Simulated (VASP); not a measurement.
# CdS (Greenockite) (P6_3mc) in VASP: further runs, part 2 of 2

VASP 6.6.1. Earlier steps stand in the parts before.

### 3 Single point, LDA

This run uses another cell than the first one, of 21.91 Å³/atom, 1.029 times its volume.

The input, INCAR:

```
SYSTEM = CdS
PREC = Accurate
ENCUT = 520
EDIFF = 1E-7
ISMEAR = 0
SIGMA = 0.01
LREAL = .False.
LASPH = .True.
NELM = 60
ALGO = Normal
ISIF = 2
LWAVE = .False.
LCHARG = .False.
NBANDS = 26
```

The input, KPOINTS:

```
Automatic mesh
0
Gamma
  6 6 4
  0 0 0
```

The input, POSCAR:

```
CdS
1.0
    3.9563766682      0.0000000000      0.0000000000
   -1.9781883341      3.4263227016      0.0000000000
    0.0000000000      0.0000000000      6.4641625693
Cd S
2 2
Direct
    0.3333333333      0.6666666667     -0.0000384951
    0.6666666667      0.3333333333      0.4999615049
    0.3333333333      0.6666666667      0.3750384951
    0.6666666667      0.3333333333      0.8750384951
```

Potentials or basis: VASP PAW LDA potentials, release 64 (Cd, S).

Launch:

```
cat potpaw_LDA.64/Cd/POTCAR potpaw_LDA.64/S/POTCAR > POTCAR
mpirun -np 1 vasp_std > vasp.out
```

Wall time 43 s (1 thread of AMD EPYC 7R43 (Zen 3), shared host); peak memory 0.15 GiB.

It converged, with:

```yaml
Free_energy: -14.6238 eV
Pressure: 7.8 GPa
Band_gap_on_the_k_mesh: 1.24 eV, direct
```

Levels at points of the mesh, in eV from the valence-band top:
```tsv
k point	band 16	band 17	band 18	band 19	band 20	band 21
(0.00, 0.00, 0.00)	-0.09	0.00	0.00	1.24	2.74	6.25
(0.50, 0.00, 0.00)	-2.40	-1.72	-0.97	3.63	3.76	4.80
(0.00, 0.00, 0.50)	-0.51	-0.51	-0.51	2.89	2.89	6.09
(0.50, 0.00, 0.50)	-1.73	-1.72	-1.72	3.25	3.25	5.23
```

A hybrid or GW would open this gap; LDA tends to underestimate it.

### 4 Single point, LDA

This run uses another cell than the first one, of 22.63 Å³/atom, 1.063 times its volume.

The input, INCAR:

```
SYSTEM = CdS
PREC = Accurate
ENCUT = 520
EDIFF = 1E-7
ISMEAR = 0
SIGMA = 0.01
LREAL = .FALSE.
LASPH = .TRUE.
NELM = 100
ALGO = Normal
ISIF = 2
LWAVE = .FALSE.
LCHARG = .FALSE.
NBANDS = 26
```

The input, KPOINTS:

```
Automatic mesh
0
G
  6 6 4
  0 0 0
```

The input, POSCAR:

```
CdS
1.0
    4.0017938212      0.0000000000      0.0000000000
   -2.0008969106      3.4656551099      0.0000000000
    0.0000000000      0.0000000000      6.5281315119
Cd S
2 2
Direct
    0.3333333333      0.6666666667     -0.0003086286
    0.6666666667      0.3333333333      0.4996913714
    0.3333333333      0.6666666667      0.3753086286
    0.6666666667      0.3333333333      0.8753086286
```

Potentials or basis: VASP PAW LDA potentials, release 64 (Cd, S).

Launch:

```
cat potpaw_LDA.64/Cd/POTCAR potpaw_LDA.64/S/POTCAR > POTCAR
mpirun -np 1 vasp_std > vasp.out
```

OUTCAR:

```text
SYSTEM = CdS
   PREC = Accurate
   ENCUT = 520
   EDIFF = 1E-7
   ISMEAR = 0
   LREAL = .FALSE.
   LASPH = .TRUE.
   NELM = 100
   ISIF = 2

 ion  position               nearest neighbor table
   1  0.333  0.667  1.000-   4 2.45   4 2.45   4 2.45   3 2.45
   2  0.667  0.333  0.500-   3 2.45   3 2.45   3 2.45   4 2.45
   3  0.333  0.667  0.375-   2 2.45   2 2.45   2 2.45   1 2.45
   4  0.667  0.333  0.875-   1 2.45   1 2.45   1 2.45   2 2.45

  LATTYP: Found a hexagonal cell.
 ALAT       =     4.0017938212
 C/A-ratio  =     1.6313013123

  Lattice vectors:

 A1 = (   4.0017938212,   0.0000000000,   0.0000000000)
 A2 = (  -2.0008969106,   3.4656551099,   0.0000000000)
 A3 = (   0.0000000000,   0.0000000000,   6.5281315119)

Analysis of symmetry for initial positions (statically):
=====================================================================
 Subroutine PRICEL returns:
 Original cell was already a primitive cell.

 Routine SETGRP: Setting up the symmetry group for a
 hexagonal supercell.

 Subroutine GETGRP returns: Found 12 space group operations
 (whereof  6 operations were pure point group operations)
[... 166 lines left out ...]

 E-fermi :   2.0854     XC(G=0): -10.0031

 val. band max:        1.9841313996   @ k =   0.0000   0.0000   0.0000
 cond. band min:       3.1546374814   @ k =   0.0000   0.0000   0.0000
 fundamental gap:      1.1705060818
 Fermi energy:         2.0854039838

 k-point     1 :       0.0000    0.0000    0.0000
  band No.  band energies     occupation
      1     -10.9970      2.00000
      2     -10.4536      2.00000
      3      -6.1816      2.00000
      4      -6.1659      2.00000
      5      -6.1659      2.00000
      6      -6.0589      2.00000
[... 598 lines left out ...]
     25      11.1661      0.00000
     26      11.1661      0.00000

------------------------ aborting loop because EDIFF is reached ----------------------------------------

  FORCE on cell =-STRESS in cart. coord.  units (eV):
  Direction    XX          YY          ZZ          XY          YZ          ZX
  --------------------------------------------------------------------------------------
  -------------------------------------------------------------------------------------
  Total        2.6554484      2.6554484      2.6621211      0.0000000      0.0000000      0.0000000
  in kB       46.9915218     46.9915218     47.1096032      0.0000000      0.0000000      0.0000000
  external PRESSURE =      47.0308823 kB  Pullay stress =       0.0000000 kB

 VOLUME and BASIS-vectors are now :
 -----------------------------------------------------------------------------
  energy-cutoff  :      520.00
  volume of cell :       90.54
      direct lattice vectors                 reciprocal lattice vectors
     4.001793821  0.000000000  0.000000000     0.249887936  0.144272867  0.000000000
    -2.000896911  3.465655110  0.000000000     0.000000000  0.288545735  0.000000000
     0.000000000  0.000000000  6.528131512     0.000000000  0.000000000  0.153183189

 POSITION                                       TOTAL-FORCE (eV/Angst)
 -----------------------------------------------------------------------------------
     -0.00000      2.31044      6.52612         0.000000     -0.000000      0.001277
      2.00090      1.15522      3.26205        -0.000000      0.000000      0.001277
     -0.00000      2.31044      2.45006         0.000000     -0.000000     -0.001277
      2.00090      1.15522      5.71413        -0.000000     -0.000000     -0.001277
 -----------------------------------------------------------------------------------
    total drift:                               -0.000000     -0.000000     -0.000368

  FREE ENERGIE OF THE ION-ELECTRON SYSTEM (eV)
  ---------------------------------------------------
  free  energy   TOTEN  =       -14.7370397722 eV

  energy  without entropy=      -14.7370397722  energy(sigma->0) =      -14.73703977
```

stdout:

```text
POSCAR found type information on POSCAR CdS
 POSCAR found :  2 types and       4 ions
 scaLAPACK will be used
 LDA part: xc-table for (Slater(with rela. corr.)+CA(PZ))
 , standard interpolation
 POSCAR, INCAR and KPOINTS ok, starting setup
 FFT: planning ... GRIDC
 FFT: planning ... GRID_SOFT
 FFT: planning ... GRID
 WAVECAR not read
 entering main loop
```

Run time: 46 s. Hardware: 1 thread of AMD EPYC 7R43 (Zen 3), shared host; peak memory 0.15 GiB.

What came out:

```
Free energy            : -14.7370 eV
Pressure               : 4.7 GPa
Band gap on the k mesh : 1.17 eV, direct
```

### 5 Single point, LDA

This run uses another cell than the first one, of 23.20 Å³/atom, 1.090 times its volume.

The input, INCAR:

```
SYSTEM = CdS
ALGO = Normal
EDIFF = 1E-7
ENCUT = 520
GGA = CA
ISIF = 2
ISMEAR = 0
LASPH = .True.
LCHARG = .False.
LREAL = .False.
LWAVE = .False.
NBANDS = 26
NELM = 100
PREC = Accurate
SIGMA = 0.01
```

The input, KPOINTS:

```
k-points
0
Gamma
  6 6 4
  0 0 0
```

The input, POSCAR:

```
CdS
1.0
    4.0364388717      0.0000000000      0.0000000000
   -2.0182194358      3.4956586037      0.0000000000
    0.0000000000      0.0000000000      6.5773626105
Cd S
2 2
Direct
    0.3333333333      0.6666666667     -0.0005091116
    0.6666666667      0.3333333333      0.4994908884
    0.3333333333      0.6666666667      0.3755091116
    0.6666666667      0.3333333333      0.8755091116
```

Launch:

```
cat potpaw_LDA.64/Cd/POTCAR potpaw_LDA.64/S/POTCAR > POTCAR
mpirun -np 1 vasp_std > vasp.out
```

Wall time 53 s (1 thread of AMD EPYC 7R43 (Zen 3), shared host); peak memory 0.16 GiB.

The run converged. Its results:

```yaml
Free_energy: -14.7889 eV
Pressure: 2.6 GPa
Largest_force: 0.003 eV/Å
Band_gap_on_the_k_mesh: 1.12 eV, direct
```

Forces in eV/Å, atoms in the order of the input:
```
Cd   0.000  0.000  0.003
Cd   0.000  0.000  0.003
S    0.000  0.000 -0.003
S    0.000  0.000 -0.003
```

Levels at points of the mesh, in eV from the valence-band top:
```csv
k point,band 14,band 15,band 16,band 17,band 18,band 19,band 20,band 21,band 22,band 23
"(0.00, 0.00, 0.00)",-0.88,-0.88,-0.07,0.00,0.00,1.12,2.66,6.27,6.27,6.56
"(0.50, 0.00, 0.00)",-3.92,-3.05,-2.18,-1.54,-0.88,3.66,3.67,4.85,6.45,6.86
"(0.00, 0.00, 0.50)",-2.72,-0.46,-0.46,-0.46,-0.46,2.78,2.78,6.05,6.05,6.65
"(0.50, 0.00, 0.50)",-4.62,-1.57,-1.57,-1.55,-1.55,3.27,3.27,5.22,5.22,7.88
```

### 6 Overview

| cell | gap on the mesh (eV) | pressure (GPa) |
| --- | --- | --- |
| a = 3.915, b = 3.915, c = 6.414 Å, angles 90.0, 90.0, 120.0°, 4 atoms | 1.29 | 10.9 |
| a = 3.956, b = 3.956, c = 6.464 Å, angles 90.0, 90.0, 120.0°, 4 atoms | 1.24 | 7.8 |
| a = 4.002, b = 4.002, c = 6.528 Å, angles 90.0, 90.0, 120.0°, 4 atoms | 1.17 | 4.7 |
| a = 4.036, b = 4.036, c = 6.577 Å, angles 90.0, 90.0, 120.0°, 4 atoms | 1.12 | 2.6 |

Alike in all rows: task single point; level LDA; potentials or basis VASP PAW LDA potentials, release 64 (Cd, S); no spin polarisation; k mesh 6 × 6 × 4; cutoff (eV) 520; smearing gaussian 0.01 eV.

Absolute energies hang on the potentials; compare differences alone.
